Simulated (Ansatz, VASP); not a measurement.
**One calculation of BAs, two programs**

```
B As
1.0
     0.00000    2.38387    2.38387
     2.38387    0.00000    2.38387
     2.38387    2.38387    0.00000
B As
1 1
Direct
  0.00000 0.00000 0.00000
  0.25000 0.25000 0.25000
```

Alike in both runs: task single point; functional PBEsol; k mesh 6 × 6 × 6; occupations gaussian, width 0.02 eV; no spin polarisation.

|  | VASP | Ansatz |
| --- | --- | --- |
| version | VASP 6.6.1 | Ansatz 0.2.0 |
| potentials or method | VASP PAW PBE potentials, release 64 (B, As), cutoff 500 eV | scalar-relativistic, plane waves, PAW |
| valence electrons in the cell | 8 | 18 |

Ansatz gave:

```
gap on the k mesh at the Fermi level (eV) : 1.18
least direct gap on the mesh (eV)         : 3.25
pressure (GPa)                            : 0.0
```

Task: Estimate VASP's values.

Result: gap on the k mesh at the Fermi level (eV): 1.18; least direct gap on the mesh (eV): 3.24; pressure (GPa): 0.9.

VASP's potentials were made for PBE, not for PBEsol, and Ansatz warns of the same on its side. VASP's potentials hold 8 valence electrons a cell and Ansatz's 18, so a difference there can come from the potentials and not from the codes.
